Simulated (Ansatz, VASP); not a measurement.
**BiTe: VASP beside Ansatz**

```
Bi Te
1.0
     0.00000    3.27757    3.27757
     3.27757    0.00000    3.27757
     3.27757    3.27757    0.00000
Bi Te
1 1
Direct
  0.00000 0.00000 0.00000
  0.50000 0.50000 0.50000
```

Alike in both runs: task single point; functional revPBE; dispersion D4; k mesh 7 × 7 × 7; occupations tetrahedron; non-collinear spin.

|  | VASP | Ansatz |
| --- | --- | --- |
| version | VASP 6.6.1 | Ansatz 0.2.0 |
| potentials or method | VASP PAW PBE potentials, release 64 (Bi_d, Te) | Ansatz PAW |
| plane-wave cutoff (eV) | 520 | 420 |
| valence electrons in the cell | 21 | 31 |

```csv
,VASP,Ansatz,Ansatz less VASP
gap on the k mesh at the Fermi level (eV),none,none,-
pressure (GPa),-3.5,-3.4,+0.08
"traceless stress, the component that is largest in VASP (GPa)",0.07,0.00,-0.072
net moment per atom (μB),0.14,0.00,-0.143
size of the moment on the site where the two differ most (μB),0.13,0.00,-0.134
```

The net moments are unlike, so the other rows may belong to different states. VASP's potentials were made for PBE, not for revPBE. Site moments also hang on the region over which each program counts them. A gap of «none» marks a metal or a gap that the smearing closes. VASP's potentials hold 21 valence electrons a cell and Ansatz's 31, so a difference there can come from the potentials and not from the codes.

Spin-orbit coupling is off throughout.
